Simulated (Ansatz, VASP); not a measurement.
One calculation of BN, two programs

```
B N
1.0
     2.50611    0.00000    0.00000
    -1.25306    2.17036    0.00000
     0.00000    0.00000    9.48927
B N
3 3
Cartesian
  0.0000 0.0000 0.0018
  1.2531 0.7235 3.1649
  0.0000 1.4469 6.3280
  1.2531 0.7235 0.0067
  0.0000 1.4469 3.1698
  0.0000 0.0000 6.3329
```

Change from the starting cell: strain along c alone, the other axes held, atoms relaxed: -4.0 %.

Alike in both runs: functional PBE; dispersion D3(BJ); k mesh 12 × 12 × 4; occupations gaussian, width 0.02 eV; no spin polarisation.

Ansatz relaxed the structure, and its values are those at the end. VASP's run is a single point on that final structure, the one shown.

|  | VASP | Ansatz |
| --- | --- | --- |
| version | VASP 6.6.1 | Ansatz 0.2.0 |
| potentials or method | VASP PAW PBE potentials, release 64 (B, N), cutoff 520 eV | scalar-relativistic, plane waves, PAW |
| valence electrons in the cell | 24 | 24 |

|  | VASP | Ansatz | Ansatz less VASP |
| --- | --- | --- | --- |
| gap on the k mesh at the Fermi level (eV) | 4.10 | 4.11 | +0.008 |
| least direct gap on the mesh (eV) | 4.66 | 4.67 | +0.004 |
| pressure (GPa) | 0.5 | 0.4 | -0.08 |

Ansatz's warnings: stress scf threshold loose.
